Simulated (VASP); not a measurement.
Input of a VASP 6.6.1 run:

File INCAR:

```
SYSTEM = Zr2Ti
  PREC = Accurate
  ENCUT = 500
  EDIFF = 1E-6
  ISMEAR = 0
  SIGMA = 0.1
  LREAL = .False.
  LASPH = .True.
  NELM = 120
  ALGO = Normal
  ISIF = 2
  LWAVE = .False.
  LCHARG = .False.
  GGA = PE
  NBANDS = 45
  GGA_COMPAT = .False.
```

File KPOINTS:

```
regular mesh
0
Gamma
  4 4 4
  0 0 0
```

File POSCAR:

```
Zr2Ti
1.0
    0.0000000000      3.6198098014      3.6198098014
    3.6198098014      0.0000000000      3.6198098014
    3.6198098014      3.6198098014      0.0000000000
Zr Ti
4 2
Direct
    0.6250000000      0.6250000000      0.6250000000
    0.1250000000      0.6250000000      0.6250000000
    0.6250000000      0.6250000000      0.1250000000
    0.6250000000      0.1250000000      0.6250000000
    0.0000000000      0.0000000000      0.0000000000
    0.2500000000      0.2500000000      0.2500000000
```

Potentials or basis: VASP PAW PBE potentials, release 64 (Zr_sv, Ti_sv).

Command:

```sh
$ cat potpaw_PBE.64/Zr_sv/POTCAR potpaw_PBE.64/Ti_sv/POTCAR > POTCAR
$ mpirun -np 1 vasp_std > vasp.out
```

Question: Estimate the band gap on the k mesh.

Answer: Zero (bands 36 and 37 overlap by 0.08 eV).

Question: Estimate the pressure.

Answer: 50.8 GPa.

Caveat: the k points lie up to 0.38 Å⁻¹ apart.
